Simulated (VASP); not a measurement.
Here is a VASP 6.6.1 calculation.

The input INCAR:

```
PREC     = Accurate       # precision mode
ENCUT    = 520            # plane-wave cutoff, eV
EDIFF    = 1E-6           # SCF threshold, eV
ISMEAR   = 0              # smearing method
SIGMA    = 0.1            # smearing width, eV
LREAL    = F              # projectors in reciprocal space
LASPH    = T              # aspherical terms in the spheres
NELM     = 100            # most SCF steps
ALGO     = Normal         # electronic algorithm
ISIF     = 2              # what is computed and relaxed
LWAVE    = F              # write WAVECAR
LCHARG   = F              # write CHGCAR
LDIPOL   = T            
IDIPOL   = 3            
DIPOL    = 0.5 0.5 0.295
GGA      = PE             # functional
IVDW     = 12             # dispersion correction
NBANDS   = 69             # bands
```

Contents of KPOINTS:

```
regular mesh
0
Gamma
  5 5 1
```

The input POSCAR:

```
Ir12O
1.0
    5.4309029918      0.0000000000      0.0000000000
    0.0000000000      5.4309029918      0.0000000000
    0.0000000000      0.0000000000     21.0013955423
Ir O
12 1
Direct
    0.2500000000      0.2500000000      0.1904635333
    0.2500000000      0.7500000000      0.1904635333
    0.7500000000      0.2500000000      0.1904635333
    0.7500000000      0.7500000000      0.1904635333
    0.0000000000      0.0000000000      0.2785823619
    0.0000000000      0.5000000000      0.2785823619
    0.5000000000      0.0000000000      0.2785823619
    0.5000000000      0.5000000000      0.2785823619
    0.2500000000      0.2500000000      0.3667087517
    0.2500000000      0.7500000000      0.3667087517
    0.7500000000      0.2500000000      0.3667087517
    0.7500000000      0.7500000000      0.3667087517
    0.3333333333      0.5000000000      0.4857484600
```

Potentials or basis: VASP PAW PBE potentials, release 64 (Ir, O).

Command:

```bash
$ cat potpaw_PBE.64/Ir/POTCAR potpaw_PBE.64/O/POTCAR > POTCAR
$ mpirun -np 1 vasp_std > vasp.out
```

**Question.** What does it give for the band gap on the k mesh?

**Answer.** Zero (bands 57 and 58 overlap by 1.12 eV).

**Question.** What does it give for the dispersion energy per atom?

**Answer.** -0.424 eV.

**Question.** Predict the largest force.

**Answer.** 3.270 eV/Å.

Forces on the atoms (eV/Å):
```
Ir  -0.026 -0.049  0.023
Ir  -0.026  0.049  0.023
Ir  -0.011  0.031 -0.132
Ir  -0.011 -0.031 -0.132
Ir   0.132  0.000  0.388
Ir   0.115  0.000 -0.047
Ir  -0.099  0.000  0.167
Ir  -0.073  0.000 -0.192
Ir   0.143  0.472  1.402
Ir   0.143 -0.472  1.402
Ir  -0.024 -0.030  0.179
Ir  -0.024  0.030  0.179
O   -0.238  0.000 -3.262
```

Caveat: spin-orbit coupling is left out, which moves the levels of the heavy elements.
